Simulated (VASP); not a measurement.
# Pt: relaxation of cell and atoms with r2SCAN

Crystal: Pt.

```
Pt
1.0
     0.00000    1.97158    1.97158
     1.97158    0.00000    1.97158
     1.97158    1.97158    0.00000
Pt
1
Direct
  0.00000 0.00000 0.00000
```

```yaml
Program: VASP 6.6.1
Task: relaxation of cell and atoms
Functional: r2SCAN
Potentials_or_basis: VASP PAW PBE potentials, release 64 (Pt)
Cutoff: 600 eV
k_mesh: 18 × 18 × 18
Occupations: gaussian, width 0.1 eV
Spin: no spin polarisation
Dipole_correction: no
Further_INCAR_settings: ALGO = Normal; EDIFF = 1e-06; IBRION = 2; EDIFFG = -0.005; NSW = 100; ISIF = 3
```

```
Relaxed volume                        : 15.33 Å³/atom
Relaxed cell                          : a = 2.789 Å, b = 2.789 Å, c = 2.789 Å, α = 60.00°, β = 60.00°, γ = 60.00°
Space group after relaxing (to 0.1 Å) : Fm-3m (No. 225)
Energy gained by relaxing             : 0.0 meV/atom
Ionic steps                           : 3
Pressure after relaxing               : 0.0 GPa
Band gap on the k mesh                : zero (bands 5 and 6 overlap by 2.31 eV)
```

Final structure:
```yaml
crystal:
  lattice:
    - [0.00000, 1.97186, 1.97186]
    - [1.97186, 0.00000, 1.97186]
    - [1.97186, 1.97186, 0.00000]
  atoms:
    - { symbol: Pt, position: [0.00000, 0.00000, 0.00000] }
```

Levels at points of the mesh, in eV from the Fermi level:
```
           k point  band 2  band 3  band 4  band 5  band 6  band 7  band 8  band 9
(0.00, 0.00, 0.00)   -3.81   -3.81   -3.81   -1.71   -1.71   15.53   20.60   20.60
(0.50, 0.00, 0.00)   -3.91   -3.91   -0.23    0.02    0.02    6.03   15.17   19.84
(0.50, 0.50, 0.00)   -6.69   -0.06    0.50    0.50    1.98    9.16   11.97   11.97
```

Run time: 2.5 min on 1 thread of Intel Xeon 8259CL, with other jobs on the host, peak memory 0.18 GiB.

Caveat: the PAW data sets were made with another functional, which shifts forces and pressure a little; spin-orbit coupling is left out, which moves the levels of the heavy elements.
